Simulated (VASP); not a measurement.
# Tc (P6_3/mmc) in VASP: further runs

The runs below take Tc through single point, with PBE, PBEsol+D3(BJ).

Program: VASP 6.6.1. These are calculated values, not measurements. Logs are shortened: lines on timing, memory, paths and dates and some standing lists are left out, and cuts for length are marked.

## 1. The cell of the first run

It takes space group P6_3/mmc (No. 194, hexagonal). Conventional cell: a = 2.733 Å, b = 2.733 Å, c = 8.793 Å, α = 90.00°, β = 90.00°, γ = 120.00°. Within 3.6 Å of Tc (site symmetry -6m2) lie 12 Tc at 2.71 to 2.73 Å. Within 3.6 Å of Tc (site symmetry -3m) lie 12 Tc at 2.71 to 2.73 Å.

## 2. Single point, PBE

Contents of INCAR:

```
SYSTEM = Tc
PREC = Accurate
ENCUT = 520
EDIFF = 1E-6
ISMEAR = -1
SIGMA = 0.05
LREAL = .False.
LASPH = .True.
NELM = 60
ALGO = Normal
ISIF = 2
LWAVE = .False.
LCHARG = .False.
GGA = PE
NBANDS = 34
```

Contents of KPOINTS:

```
regular mesh
0
Gamma
  11 11 3
  0 0 0
```

Contents of POSCAR:

```
Tc
1.0
    2.7327178249      0.0000000000      0.0000000000
   -1.3663589124      2.3666030578      0.0000000000
    0.0000000000      0.0000000000      8.7928918011
Tc
4
Direct
    0.6666666667      0.3333333333      0.7500000000
    0.0000000000      0.0000000000      0.5000000000
    0.3333333333      0.6666666667      0.2500000000
    0.0000000000      0.0000000000      0.0000000000
```

Potentials or basis: VASP PAW PBE potentials, release 64 (Tc_pv).

Run with:

```
$ cat potpaw_PBE.64/Tc_pv/POTCAR > POTCAR
$ mpirun -np 1 vasp_std > vasp.out
```

OUTCAR:

```text
SYSTEM = Tc
   PREC = Accurate
   ENCUT = 520
   EDIFF = 1E-6
   ISMEAR = -1
   LREAL = .False.
   LASPH = .True.
   NELM = 60
   ISIF = 2
   GGA = PE

 ion  position               nearest neighbor table
   1  0.667  0.333  0.750-   2 2.71   4 2.71   2 2.71   4 2.71   2 2.71   4 2.71
   2  0.000  0.000  0.500-   1 2.71   3 2.71   1 2.71   3 2.71   1 2.71   3 2.71
   3  0.333  0.667  0.250-   2 2.71   4 2.71   2 2.71   4 2.71   2 2.71   4 2.71
   4  0.000  0.000  0.000-   1 2.71   3 2.71   1 2.71   3 2.71   1 2.71   3 2.71

  LATTYP: Found a hexagonal cell.
 ALAT       =     2.7327178249
 C/A-ratio  =     3.2176362012

  Lattice vectors:

 A1 = (   2.7327178249,   0.0000000000,   0.0000000000)
 A2 = (  -1.3663589124,   2.3666030578,   0.0000000000)
 A3 = (   0.0000000000,   0.0000000000,   8.7928918011)

Analysis of symmetry for initial positions (statically):
=====================================================================
 Subroutine PRICEL returns:
 Original cell was already a primitive cell.

 Routine SETGRP: Setting up the symmetry group for a
 hexagonal supercell.

 Subroutine GETGRP returns: Found 24 space group operations
 (whereof 12 operations were pure point group operations)
 out of a pool of 24 trial point group operations.

The static configuration has the point symmetry D_3d.
 The point group associated with its full space group is D_6h.

Analysis of symmetry for dynamics (positions and initial velocities):
=====================================================================
 Subroutine PRICEL returns:
 Original cell was already a primitive cell.

 Routine SETGRP: Setting up the symmetry group for a
 hexagonal supercell.

 Subroutine GETGRP returns: Found 24 space group operations
 (whereof 12 operations were pure point group operations)
 out of a pool of 24 trial point group operations.

The dynamic configuration has the point symmetry D_3d.
 The point group associated with its full space group is D_6h.

 Subroutine INISYM returns: Found 24 space group operations
 (whereof 12 operations are pure point group operations),
 and found     1 'primitive' translations

----------------------------------------------------------------------------------------

                                     Primitive cell

  volume of cell :      56.8659

  direct lattice vectors                    reciprocal lattice vectors
     2.732717825  0.000000000  0.000000000     0.365936062  0.211273284  0.000000000
    -1.366358912  2.366603058  0.000000000     0.000000000  0.422546568  0.000000000
     0.000000000  0.000000000  8.792891801     0.000000000  0.000000000  0.113728228
[... 85 lines left out ...]
   LASPH  =      T    aspherical Exc in radial PAW
   ENCUT  =  520.0 eV  38.22 Ry    6.18 a.u.   5.08  5.08 16.35*2*pi/ulx,y,z
   NELM   =     60;   NELMIN=  2; NELMDL= -5     # of ELM steps
   EDIFF  = 0.1E-05   stopping-criterion for ELM
   LREAL  =      F    real-space projection
   EDIFFG = 0.1E-04   stopping-criterion for IOM
   NSW    =      0    number of steps for IOM
   IBRION =     -1    ionic relax: 0-MD 1-quasi-New 2-CG
   NFREE  =      0    steps in history (QN), initial steepest desc. (CG)
   ISIF   =      2    stress and relaxation
   ISYM   =      2    0-nonsym 1-usesym 2-fastsym
   POTIM  = 0.5000    time-step for ionic-motion
   TEBEG  =    0.0;   TEEND  =   0.0 temperature during run
   PSTRESS=    0.0 pullay stress
   NELECT =      52.0000    total number of electrons
   NUPDOWN=      -1.0000    fix difference up-down
   EMIN   =  10.00;   EMAX   =-10.00  energy-range for DOS
   EFERMI =   0.00;   METHOD = LEGACY
   ISMEAR =    -1;   SIGMA  =   0.05  broadening in eV -4-tet -1-fermi 0-gaus
   EFERMI_NEDOS =   21; number of points for ismear=-14 and -15
   IALGO  =     38    algorithm
   IMIX   =      4    mixing-type and parameters
     AMIX     =   0.40;   BMIX     =  1.00
     AMIX_MAG =   1.60;   BMIX_MAG =  1.00
  volume/ion in A,a.u.               =      14.22        95.94
  Fermi-wavevector in a.u.,A,eV,Ry     =   1.589005  3.002784 34.353858  2.524937
  Thomas-Fermi vector in A             =   2.687921
   LORBIT       =      0    0 simple, 1 ext, 2 COOP (PROOUT), +10 PAW based schemes
   GGA     = PE    functional components
[... 5 lines left out ...]
 non-spin polarized calculation
  energy-cutoff  :      520.00
  volume of cell :       56.87
 maximum number of plane-waves:      1549
   NGX = 11   NGY = 11   NGZ = 33

 number of electron      52.0000007 magnetization

 Free energy of the ion-electron system (eV)
  ---------------------------------------------------
  ext. energy  EPLUGINS =         0.00000000
  ---------------------------------------------------
  free energy    TOTEN  =       -41.39789010 eV

  energy without entropy =      -41.37254538  energy(sigma->0) =      -41.38521774

 E-fermi :  12.8240     XC(G=0): -13.8392

 val. band max:       12.8226063554   @ k =   0.0909   0.0000   0.0000
 cond. band min:      12.8552657372   @ k =   0.3636  -0.0000   0.0000
 fundamental gap:      0.0326593818
 Fermi energy:        12.8239791148

 k-point     1 :       0.0000    0.0000    0.0000
  band No.  band energies     occupation
      1     -26.7277      2.00000
      2     -26.1232      2.00000
      3     -26.0244      2.00000
      4     -25.5855      2.00000
      5     -25.5855      2.00000
      6     -25.5002      2.00000
[... 877 lines left out ...]
     33      15.1159      0.00000
     34      15.6843      0.00000

 [... further k-points ...]

------------------------ aborting loop because EDIFF is reached ----------------------------------------

  FORCE on cell =-STRESS in cart. coord.  units (eV):
  Direction    XX          YY          ZZ          XY          YZ          ZX
  --------------------------------------------------------------------------------------
  -------------------------------------------------------------------------------------
  Total        1.5371630      1.5371630      1.5256730      0.0000000     -0.0000000     -0.0000000
  in kB       43.3090408     43.3090408     42.9853129      0.0000000     -0.0000000     -0.0000000
  external PRESSURE =      43.2011315 kB  Pullay stress =       0.0000000 kB

 VOLUME and BASIS-vectors are now :
 -----------------------------------------------------------------------------
  energy-cutoff  :      520.00
  volume of cell :       56.87
      direct lattice vectors                 reciprocal lattice vectors
     2.732717825  0.000000000  0.000000000     0.365936062  0.211273284  0.000000000
    -1.366358912  2.366603058  0.000000000     0.000000000  0.422546568  0.000000000
     0.000000000  0.000000000  8.792891801     0.000000000  0.000000000  0.113728228

 POSITION                                       TOTAL-FORCE (eV/Angst)
 -----------------------------------------------------------------------------------
      1.36636      0.78887      6.59467        -0.000000      0.000000      0.000000
      0.00000      0.00000      4.39645         0.000000      0.000000      0.000000
     -0.00000      1.57774      2.19822         0.000000      0.000000     -0.000000
      0.00000      0.00000      0.00000         0.000000      0.000000      0.000000
 -----------------------------------------------------------------------------------
    total drift:                                0.000000     -0.000000      0.000000

  FREE ENERGIE OF THE ION-ELECTRON SYSTEM (eV)
  ---------------------------------------------------
  free  energy   TOTEN  =       -41.3978900988 eV

  energy  without entropy=      -41.3725453841  energy(sigma->0) =      -41.38521774
```

OSZICAR:

```text
N       E                     dE             d eps       ncg     rms          rms(c)
DAV:   1     0.721232590755E+03    0.72123E+03   -0.31629E+04  2288   0.161E+03
DAV:   2    -0.174123012103E+02   -0.73864E+03   -0.72029E+03  2364   0.494E+02
DAV:   3    -0.438949341202E+02   -0.26483E+02   -0.25702E+02  2548   0.104E+02
DAV:   4    -0.443134100377E+02   -0.41848E+00   -0.41533E+00  2430   0.134E+01
DAV:   5    -0.443185268751E+02   -0.51168E-02   -0.51116E-02  2428   0.142E+00    0.338E+01
DAV:   6    -0.417364758104E+02    0.25821E+01   -0.59899E+00  2298   0.175E+01    0.106E+01
DAV:   7    -0.414196240566E+02    0.31685E+00   -0.12314E+00  2538   0.724E+00    0.131E+00
DAV:   8    -0.414200883872E+02   -0.46433E-03   -0.11539E-01  2540   0.340E+00    0.129E+00
DAV:   9    -0.413976329099E+02    0.22455E-01   -0.64487E-02  2724   0.244E+00    0.124E-01
DAV:  10    -0.413979024125E+02   -0.26950E-03   -0.21880E-03  2408   0.368E-01    0.340E-02
DAV:  11    -0.413978981190E+02    0.42935E-05   -0.71898E-05  2676   0.743E-02    0.135E-02
DAV:  12    -0.413978931317E+02    0.49873E-05   -0.41478E-06  2026   0.178E-02    0.485E-03
DAV:  13    -0.413978906657E+02    0.24660E-05   -0.64633E-07  1150   0.828E-03    0.114E-03
DAV:  14    -0.413978900988E+02    0.56698E-06   -0.15703E-07  1124   0.335E-03
   1 F= -.41397890E+02 E0= -.41385218E+02  d E =-.253447E-01
```

stdout:

```text
POSCAR found type information on POSCAR Tc
 POSCAR found :  1 types and       4 ions
 scaLAPACK will be used
 LDA part: xc-table for (Slater+PW92), standard interpolation
 POSCAR, INCAR and KPOINTS ok, starting setup
 FFT: planning ... GRIDC
 FFT: planning ... GRID_SOFT
 FFT: planning ... GRID
 WAVECAR not read
 entering main loop
```

It took 25 s on 1 thread of Intel Xeon 6975P-C (Granite Rapids), shared host; peak memory 0.19 GiB.

Results:

```
Free energy            : -41.3979 eV
Pressure               : 4.3 GPa
Band gap on the k mesh : zero (band 26 reaches 14.61 eV, above the bottom of band 27 at 11.67 eV)
```

[end of part 1 of 3]
